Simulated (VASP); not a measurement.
Crystal: Ti.

```xyz
2
Lattice="2.9695 0.0000 0.0000 -1.4848 2.5717 0.0000 0.0000 0.0000 4.7110" Properties=species:S:1:pos:R:3 pbc="T T T"
Ti    1.4848    0.8572    3.5332
Ti    0.0000    1.7145    1.1777
```

Base run:

* Program: VASP 6.6.1
* Functional: PBE
* Potentials or basis: VASP PAW PBE potentials, release 64 (Ti_sv)
* Cutoff: 520 eV
* k mesh: 10 × 10 × 6
* Occupations: fermi-dirac, width 0.05 eV
* Spin: no spin polarisation

Its results: band gap on the k mesh zero (bands 12 and 13 overlap by 1.00 eV); pressure -3.7 GPa.

Q: The run is repeated on the same cell with these changes: functional from PBE to LDA; potentials or basis from VASP PAW PBE potentials, release 64 (Ti_sv) to VASP PAW LDA potentials, release 64 (Ti_sv). What comes out?

A: Band gap on the k mesh zero (bands 12 and 13 overlap by 0.93 eV); pressure -11.5 GPa.

Caveats: the cell stands under tension.
